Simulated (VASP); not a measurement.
Here is a VASP 6.6.1 calculation.

The input INCAR:

```
SYSTEM = InAs
PREC     = Accurate       ! precision mode
ENCUT    = 520            ! plane-wave cutoff, eV
EDIFF    = 1E-6           ! SCF threshold, eV
ISMEAR   = -1             ! smearing method
SIGMA    = 0.08           ! smearing width, eV
LREAL    = .FALSE.        ! projectors in reciprocal space
LASPH    = .TRUE.         ! aspherical terms in the spheres
NELM     = 100            ! most SCF steps
ALGO     = Normal         ! electronic algorithm
ISIF     = 2              ! what is computed and relaxed
LWAVE    = .FALSE.        ! write WAVECAR
LCHARG   = .FALSE.        ! write CHGCAR
GGA      = CA             ! functional
NBANDS   = 16             ! bands
```

File KPOINTS:

```
Automatic mesh
0
G
  14 14 14
  0 0 0
```

POSCAR

```
InAs
1.0
    0.0000000000      2.9820890832      2.9820890832
    2.9820890832      0.0000000000      2.9820890832
    2.9820890832      2.9820890832      0.0000000000
In As
1 1
Direct
    0.0000000000      0.0000000000      0.0000000000
    0.7500000000      0.7500000000      0.7500000000
```

Potentials or basis: VASP PAW LDA potentials, release 64 (In_d, As).

The run is started by

```bash
$ cat potpaw_LDA.64/In_d/POTCAR potpaw_LDA.64/As/POTCAR > POTCAR
$ mpirun -np 1 vasp_std > vasp.out
```

(1) Estimate the pressure.

(2) Predict the band gap on the k mesh.

Results:

(1) 2.2 GPa.

(2) zero (filled and empty bands touch).

Caveat: semilocal functionals underestimate gaps, and a narrow one can read as zero; spin-orbit coupling is left out, which moves the levels of the heavy elements.
